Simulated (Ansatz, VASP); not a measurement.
One calculation of Si3IrRu, two programs

```
CELL_PARAMETERS angstrom
2.49495 1.44046 3.90581
-2.49495 1.44046 3.90581
0.00000 -2.88092 3.90581
ATOMIC_POSITIONS crystal
Si 0.50000 0.50000 0.00000
Si 0.00000 0.50000 0.50000
Si 0.50000 0.00000 0.50000
Ru 0.50000 0.50000 0.50000
Ir 0.00000 0.00000 0.00000
```

Alike in both runs: functional PBE; k mesh 5 × 5 × 5; occupations gaussian, width 0.2 eV; no spin polarisation.

Ansatz relaxed the structure, and its values are those at the end. VASP's run is a single point on that final structure, the one shown.

```csv
,VASP,Ansatz
version,VASP 6.6.1,Ansatz 0.2.0
potentials or method,"VASP PAW PBE potentials, release 64 (Si, Ru_pv, Ir), cutoff 500 eV","scalar-relativistic, plane waves, PAW"
valence electrons in the cell,35,45
```

```csv
,VASP,Ansatz,Ansatz less VASP
gap on the k mesh at the Fermi level (eV),none,none,-
pressure (GPa),0.3,0.1,-0.16
```

A gap of «none» marks a metal or a gap that the smearing closes. VASP's potentials hold 35 valence electrons a cell and Ansatz's 45, so a difference there can come from the potentials and not from the codes.

Spin-orbit coupling is off throughout.
